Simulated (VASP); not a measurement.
KC: single point with PBE

KC:

```
K C
1.0
     0.00000    3.29053    3.29053
     3.29053    0.00000    3.29053
     3.29053    3.29053    0.00000
K C
1 1
Cartesian
  0.0000 0.0000 0.0000
  4.9358 4.9358 4.9358
```

```
Program                 : VASP 6.6.1
Task                    : single point
Functional              : PBE
Potentials or basis     : VASP PAW PBE potentials, release 64 (K_sv, C)
Cutoff                  : 520 eV
k mesh                  : 14 × 14 × 14
Occupations             : gaussian, width 0.1 eV
Spin                    : no spin polarisation
Dipole correction       : no
k mesh for the DOS      : 21 × 21 × 21
Occupations for the DOS : tetrahedron
Further INCAR settings  : ALGO = Normal; EDIFF = 1e-06; NBANDS = 14
```

- Valence electrons inside the program's atomic spheres: K 7.57; C 2.07

Levels at points of the mesh, in eV from the Fermi level:
```
           k point  band 4  band 5  band 6  band 7  band 8  band 9
(0.00, 0.00, 0.00)  -13.07   -8.44    0.04    0.04    0.04    2.79
```

Run time: 2 min on 1 thread of Intel(R) Xeon(R) 6975P-C (Granite Rapids), with other jobs on the host, peak memory 0.39 GiB.
